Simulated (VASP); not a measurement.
# CaGaC4N4 (P-43m) in VASP: a series of runs

Runs on CaGaC4N4. Level: PBE. Tasks: relaxation of cell and atoms, single point.

Everything below comes from runs of VASP 6.6.1. Logs are shortened: lines on timing, memory, paths and dates and some standing lists are left out, and cuts for length are marked.

## (1) The cell of the first run

The structure is cubic, space group P-43m (No. 215). The conventional cell has a = 6.092 Å, b = 6.092 Å, c = 6.092 Å, α = 90.00°, β = 90.00°, γ = 90.00°. Ca (site symmetry -43m) has 4 N at 2.21 Å within 2.9 Å. Within 2.5 Å of Ga (site symmetry -43m) lie 4 C at 1.90 Å. C (site symmetry 3m) has 1 N at 1.17 Å within 1.6 Å. Within 1.6 Å of N (site symmetry 3m) lie 1 C at 1.17 Å.

## (2) Relaxation of cell and atoms, PBE

INCAR reads:

```
PREC     = Accurate       # precision mode
ENCUT    = 600            # plane-wave cutoff, eV
EDIFF    = 1E-6           # SCF threshold, eV
ISMEAR   = 0              # smearing method
SIGMA    = 0.1            # smearing width, eV
LREAL    = False          # projectors in reciprocal space
LASPH    = True           # aspherical terms in the spheres
NELM     = 100            # most SCF steps
ALGO     = Fast           # electronic algorithm
ISIF     = 3              # what is computed and relaxed
LWAVE    = False          # write WAVECAR
LCHARG   = False          # write CHGCAR
GGA      = PE             # functional
IBRION   = 2              # ionic algorithm
NSW      = 90             # ionic steps
EDIFFG   = -0.04          # ionic threshold
```

KPOINTS reads:

```
regular mesh
0
Gamma
  4 4 4
```

POSCAR reads:

```
CaGaC4N4
1.0
    6.0922000400      0.0000000000      0.0000000000
    0.0000000000      6.0922000400      0.0000000000
    0.0000000000      0.0000000000      6.0922000400
Ca Ga C N
1 1 4 4
Direct
    0.5000000000      0.5000000000      0.5000000000
    0.0000000000      0.0000000000      0.0000000000
    0.1796815800      0.1796815800      0.1796815800
    0.1796815800      0.8203184200      0.8203184200
    0.8203184200      0.1796815800      0.8203184200
    0.8203184200      0.8203184200      0.1796815800
    0.2905610300      0.2905610300      0.2905610300
    0.2905610300      0.7094389700      0.7094389700
    0.7094389700      0.2905610300      0.7094389700
    0.7094389700      0.7094389700      0.2905610300
```

Potentials or basis: VASP PAW PBE potentials, release 64 (Ca_sv, Ga_d, C, N).

The run is started by

```
$ cat potpaw_PBE.64/Ca_sv/POTCAR potpaw_PBE.64/Ga_d/POTCAR potpaw_PBE.64/C/POTCAR potpaw_PBE.64/N/POTCAR > POTCAR
$ mpirun -np 1 vasp_std > vasp.out
```

OUTCAR:

```text
PREC = Accurate
   ENCUT = 600
   EDIFF = 1E-6
   ISMEAR = 0
   LREAL = False
   LASPH = True
   NELM = 100
   ISIF = 3
   GGA = PE
   IBRION = 2
   NSW = 90
   EDIFFG = -0.04

 ion  position               nearest neighbor table
   1  0.500  0.500  0.500-   7 2.21   8 2.21   9 2.21  10 2.21
   2  0.000  0.000  0.000-   3 1.90   4 1.90   5 1.90   6 1.90
   3  0.180  0.180  0.180-   7 1.17   2 1.90
   4  0.180  0.820  0.820-   8 1.17   2 1.90
   5  0.820  0.180  0.820-   9 1.17   2 1.90
   6  0.820  0.820  0.180-  10 1.17   2 1.90
   7  0.291  0.291  0.291-   3 1.17   1 2.21
   8  0.291  0.709  0.709-   4 1.17   1 2.21
   9  0.709  0.291  0.709-   5 1.17   1 2.21
  10  0.709  0.709  0.291-   6 1.17   1 2.21

  LATTYP: Found a simple cubic cell.
 ALAT       =     6.0922000400

  Lattice vectors:

 A1 = (   6.0922000400,   0.0000000000,   0.0000000000)
 A2 = (   0.0000000000,   6.0922000400,   0.0000000000)
 A3 = (   0.0000000000,   0.0000000000,   6.0922000400)

Analysis of symmetry for initial positions (statically):
=====================================================================
 Subroutine PRICEL returns:
 Original cell was already a primitive cell.

 Routine SETGRP: Setting up the symmetry group for a
 simple cubic supercell.

 Subroutine GETGRP returns: Found 24 space group operations
 (whereof 24 operations were pure point group operations)
 out of a pool of 48 trial point group operations.

The static configuration has the point symmetry T_d .

Analysis of symmetry for dynamics (positions and initial velocities):
=====================================================================
 Subroutine PRICEL returns:
 Original cell was already a primitive cell.

 Routine SETGRP: Setting up the symmetry group for a
 simple cubic supercell.

 Subroutine GETGRP returns: Found 24 space group operations
 (whereof 24 operations were pure point group operations)
 out of a pool of 48 trial point group operations.

The dynamic configuration has the point symmetry T_d .

 Subroutine INISYM returns: Found 24 space group operations
 (whereof 24 operations are pure point group operations),
 and found     1 'primitive' translations

----------------------------------------------------------------------------------------

                                     Primitive cell

  volume of cell :     226.1114

  direct lattice vectors                    reciprocal lattice vectors
     6.092200040  0.000000000  0.000000000     0.164144315  0.000000000  0.000000000
     0.000000000  6.092200040  0.000000000     0.000000000  0.164144315  0.000000000
     0.000000000  0.000000000  6.092200040     0.000000000  0.000000000  0.164144315

  length of vectors
     6.092200040  6.092200040  6.092200040     0.164144315  0.164144315  0.164144315

  position of ions in fractional coordinates (direct lattice)
     0.500000000  0.500000000  0.500000000
     0.000000000  0.000000000  0.000000000
     0.179681580  0.179681580  0.179681580
     0.179681580  0.820318420  0.820318420
     0.820318420  0.179681580  0.820318420
     0.820318420  0.820318420  0.179681580
     0.290561030  0.290561030  0.290561030
     0.290561030  0.709438970  0.709438970
     0.709438970  0.290561030  0.709438970
     0.709438970  0.709438970  0.290561030

  ion indices of the primitive-cell ions
   primitive index   ion index
                 1           1
                 2           2
                 3           3
                 4           4
                 5           5
                 6           6
                 7           7
                 8           8
                 9           9
                10          10

----------------------------------------------------------------------------------------

 KPOINTS: regular mesh

Automatic generation of k-mesh.
 Grid dimensions read from file:
 generate k-points for:    4    4    4

 Generating k-lattice:

  Cartesian coordinates                     Fractional coordinates (reciprocal lattice)
     0.041036079  0.000000000  0.000000000     0.250000000  0.000000000  0.000000000
     0.000000000  0.041036079  0.000000000     0.000000000  0.250000000  0.000000000
     0.000000000  0.000000000  0.041036079     0.000000000  0.000000000  0.250000000

  Length of vectors
     0.041036079  0.041036079  0.041036079

  Shift w.r.t. Gamma in fractional coordinates (k-lattice)
     0.000000000  0.000000000  0.000000000

 Subroutine IBZKPT returns following result:
 ===========================================

 Found     10 irreducible k-points:

 Following reciprocal coordinates:
            Coordinates               Weight
  0.000000  0.000000  0.000000      1.000000
  0.250000  0.000000  0.000000      6.000000
  0.500000  0.000000  0.000000      3.000000
  0.250000  0.250000  0.000000     12.000000
  0.500000  0.250000  0.000000     12.000000
  0.500000  0.500000  0.000000      3.000000
  0.250000  0.250000  0.250000      8.000000
  0.500000  0.250000  0.250000     12.000000
  0.500000  0.500000  0.250000      6.000000
  0.500000  0.500000  0.500000      1.000000
   k-points           NKPTS =     10   k-points in BZ     NKDIM =     10   number of bands    NBANDS=     35
   number of dos      NEDOS =    301   number of ions     NIONS =     10
   total plane-waves  NPLWV = 125000
   dimension x,y,z NGX =    50 NGY =   50 NGZ =   50
   dimension x,y,z NGXF=   100 NGYF=  100 NGZF=  100
   ions per type =               1   1   4   4
   NGX,Y,Z   is equivalent  to a cutoff of  13.64, 13.64, 13.64 a.u.
   NGXF,Y,Z  is equivalent  to a cutoff of  27.29, 27.29, 27.29 a.u.
 SYSTEM =  unknown system
   PREC   = accura    normal or accurate (medium, high low for compatibility)
   ISTART =      0    job   : 0-new  1-cont  2-samecut
   ICHARG =      2    charge: 1-file 2-atom 10-const
   ISPIN  =      1    spin polarized calculation?
   LNONCOLLINEAR =      F non collinear calculations
   LSORBIT =      F    spin-orbit coupling
   LASPH  =      T    aspherical Exc in radial PAW
   ENCUT  =  600.0 eV  44.10 Ry    6.64 a.u.  12.17 12.17 12.17*2*pi/ulx,y,z
   NELM   =    100;   NELMIN=  2; NELMDL= -5     # of ELM steps
   EDIFF  = 0.1E-05   stopping-criterion for ELM
   LREAL  =      F    real-space projection
   EDIFFG = -.4E-01   stopping-criterion for IOM
   NSW    =     90    number of steps for IOM
   IBRION =      2    ionic relax: 0-MD 1-quasi-New 2-CG
   NFREE  =      1    steps in history (QN), initial steepest desc. (CG)
   ISIF   =      3    stress and relaxation
   ISYM   =      2    0-nonsym 1-usesym 2-fastsym
   POTIM  = 0.5000    time-step for ionic-motion
   TEBEG  =    0.0;   TEEND  =   0.0 temperature during run
   PSTRESS=    0.0 pullay stress
   NELECT =      59.0000    total number of electrons
   NUPDOWN=      -1.0000    fix difference up-down
   EMIN   =  10.00;   EMAX   =-10.00  energy-range for DOS
   EFERMI =   0.00;   METHOD = LEGACY
   ISMEAR =     0;   SIGMA  =   0.10  broadening in eV -4-tet -1-fermi 0-gaus
   EFERMI_NEDOS =   21; number of points for ismear=-14 and -15
   IALGO  =     68    algorithm
   IMIX   =      4    mixing-type and parameters
     AMIX     =   0.40;   BMIX     =  1.00
     AMIX_MAG =   1.60;   BMIX_MAG =  1.00
  volume/ion in A,a.u.               =      22.61       152.59
  Fermi-wavevector in a.u.,A,eV,Ry     =   1.046128  1.976895 14.889985  1.094383
  Thomas-Fermi vector in A             =   2.180953
   LORBIT       =      0    0 simple, 1 ext, 2 COOP (PROOUT), +10 PAW based schemes
   GGA     = PE    functional components
   LHFCALC =     F    Hartree Fock is set to
   AEXX    =    0.0000 exact exchange contribution
   IVDW    =     0    specifies the selected vdW correction
   LEPSILON=     F    determine dielectric tensor
   LRPA    =     F    only Hartree local field effects (RPA)
 conjugate gradient relaxation of ions
 non-spin polarized calculation
 RMM-DIIS sequential band-by-band and
 Gauss-broadening in eV      SIGMA  =   0.10
  energy-cutoff  :      600.00
  volume of cell :      226.11
 maximum number of plane-waves:      7568
 NGX is ok and might be reduce to    50
   NGX = 25   NGY = 25   NGZ = 25

--------------------------------------- Ionic step        1  -------------------------------------------

 number of electron      58.9999990 magnetization

 Free energy of the ion-electron system (eV)
  ---------------------------------------------------
  ext. energy  EPLUGINS =         0.00000000
  ---------------------------------------------------
  free energy    TOTEN  =       -73.26433650 eV

  energy without entropy =      -73.21290287  energy(sigma->0) =      -73.23861969

------------------------ aborting loop because EDIFF is reached ----------------------------------------

  FORCE on cell =-STRESS in cart. coord.  units (eV):
  Direction    XX          YY          ZZ          XY          YZ          ZX
  --------------------------------------------------------------------------------------
  -------------------------------------------------------------------------------------
  Total        7.9782604      7.9782604      7.9782604      0.0000000     -0.0000000      0.0000000
  in kB       56.5322571     56.5322571     56.5322571      0.0000000     -0.0000000      0.0000000
  external PRESSURE =      56.5322571 kB  Pullay stress =       0.0000000 kB

 VOLUME and BASIS-vectors are now :
 -----------------------------------------------------------------------------
  energy-cutoff  :      600.00
  volume of cell :      226.11
      direct lattice vectors                 reciprocal lattice vectors
     6.092200040  0.000000000  0.000000000     0.164144315  0.000000000  0.000000000
     0.000000000  6.092200040  0.000000000     0.000000000  0.164144315  0.000000000
     0.000000000  0.000000000  6.092200040     0.000000000  0.000000000  0.164144315
[... 222 lines left out ...]
 -----------------------------------------------------------------------------------
      3.16501      3.16501      3.16501        -0.000000     -0.000000     -0.000000
      0.00000      6.33002      0.00000        -0.000000     -0.000000     -0.000000
      1.14413      1.14413      1.14413        -0.239439     -0.239439     -0.239439
      1.14413      5.18590      5.18590        -0.239439      0.239439      0.239439
      5.18590      1.14413      5.18590         0.239439     -0.239439      0.239439
      5.18590      5.18590      1.14413         0.239439      0.239439     -0.239439
      1.82240      1.82240      1.82240         0.036810      0.036810      0.036810
      1.82240      4.50762      4.50762         0.036810     -0.036810     -0.036810
      4.50762      1.82240      4.50762        -0.036810      0.036810     -0.036810
      4.50762      4.50762      1.82240        -0.036810     -0.036810      0.036810
 -----------------------------------------------------------------------------------
    total drift:                                0.000000      0.000000      0.000000

  FREE ENERGIE OF THE ION-ELECTRON SYSTEM (eV)
  ---------------------------------------------------
  free  energy   TOTEN  =       -73.7345443491 eV

  energy  without entropy=      -73.6796484063  energy(sigma->0) =      -73.70709638

--------------------------------------- Ionic step        7  -------------------------------------------

 number of electron      59.0000009 magnetization

 Free energy of the ion-electron system (eV)
  ---------------------------------------------------
  ext. energy  EPLUGINS =         0.00000000
  ---------------------------------------------------
  free energy    TOTEN  =       -73.74804057 eV

  energy without entropy =      -73.69263546  energy(sigma->0) =      -73.72033801

 E-fermi :   1.4353     XC(G=0):  -6.3946

 val. band max:        1.4242326322   @ k =   0.5000   0.0000   0.0000
 cond. band min:       1.4489730697   @ k =   0.2500   0.0000   0.0000
 fundamental gap:      0.0247404375
 Fermi energy:         1.4353422973

 k-point     1 :       0.0000    0.0000    0.0000
  band No.  band energies     occupation
      1     -40.9590      2.00000
      2     -22.0512      2.00000
      3     -22.0512      2.00000
      4     -22.0512      2.00000
      5     -18.9042      2.00000
      6     -18.8162      2.00000
[... 391 lines left out ...]
 POSITION                                       TOTAL-FORCE (eV/Angst)
 -----------------------------------------------------------------------------------
      3.17059      3.17059      3.17059        -0.000000      0.000000      0.000000
      0.00000      0.00000      0.00000        -0.000000      0.000000      0.000000
      1.13601      1.13601      1.13601         0.000585      0.000585      0.000585
      1.13601      5.20517      5.20517         0.000585     -0.000585     -0.000585
      5.20517      1.13601      5.20517        -0.000585      0.000585     -0.000585
      5.20517      5.20517      1.13601        -0.000585     -0.000585      0.000585
      1.81537      1.81537      1.81537        -0.001483     -0.001483     -0.001483
      1.81537      4.52581      4.52581        -0.001483      0.001483      0.001483
      4.52581      1.81537      4.52581         0.001483     -0.001483      0.001483
      4.52581      4.52581      1.81537         0.001483      0.001483     -0.001483
 -----------------------------------------------------------------------------------
    total drift:                                0.000000      0.000000      0.000000

  FREE ENERGIE OF THE ION-ELECTRON SYSTEM (eV)
  ---------------------------------------------------
  free  energy   TOTEN  =       -73.7480405663 eV

  energy  without entropy=      -73.6926354587  energy(sigma->0) =      -73.72033801

 reached required accuracy - stopping structural energy minimisation
```

Run time: 39 min. Hardware: 1 thread of Oxide Virtual Turin-like, shared host; peak memory 0.42 GiB.

What came out:

* Free energy: -73.7480 eV
* Relaxed volume: 25.50 Å³/atom
* Relaxed cell: a = 6.341 Å, b = 6.341 Å, c = 6.341 Å, α = 90.00°, β = 90.00°, γ = 90.00°
* Space group after relaxing (to 0.1 Å): P-43m (No. 215)
* Energy gained by relaxing: 48.4 meV/atom
* Ionic steps: 7
* Pressure after relaxing: 0.1 GPa
* Band gap on the k mesh: zero (an odd number of electrons rules out a gap without spin polarisation)

Forces on the atoms (eV/Å):
```
Ca   0.000  0.000  0.000
Ga   0.000  0.000  0.000
C    0.001  0.001  0.001
C    0.001 -0.001 -0.001
C   -0.001  0.001 -0.001
C   -0.001 -0.001  0.001
N   -0.001 -0.001 -0.001
N   -0.001  0.001  0.001
N    0.001 -0.001  0.001
N    0.001  0.001 -0.001
```

Step by step:
```csv
step,energy change (eV),largest force (eV/Å),pressure (GPa),volume (Å³)
1,0.0000,0.3807,5.65,226.11
2,-0.4534,0.4566,-0.17,253.24
3,-0.4534,0.4539,-0.12,253.02
4,-0.4087,2.1661,1.67,253.50
5,-0.4585,0.5683,0.29,253.14
6,-0.4702,0.4147,0.22,253.64
7,-0.4837,0.0026,0.05,254.98
```

Final structure:
```xyz
10
Lattice="6.3412 0.0000 0.0000 0.0000 6.3412 0.0000 0.0000 0.0000 6.3412" Properties=species:S:1:pos:R:3 pbc="T T T"
Ca    3.1706    3.1706    3.1706
Ga    0.0000    0.0000    0.0000
C     1.1360    1.1360    1.1360
C     1.1360    5.2052    5.2052
C     5.2052    1.1360    5.2052
C     5.2052    5.2052    1.1360
N     1.8154    1.8154    1.8154
N     1.8154    4.5258    4.5258
N     4.5258    1.8154    4.5258
N     4.5258    4.5258    1.8154
```

Caveat: an odd number of electrons without spin polarisation forces a metal; a magnetic or distorted state may lie lower.

(Part 1 of 2 ends here.)

The gap in the log of VASP goes by the Fermi energy; the results here count the filled bands.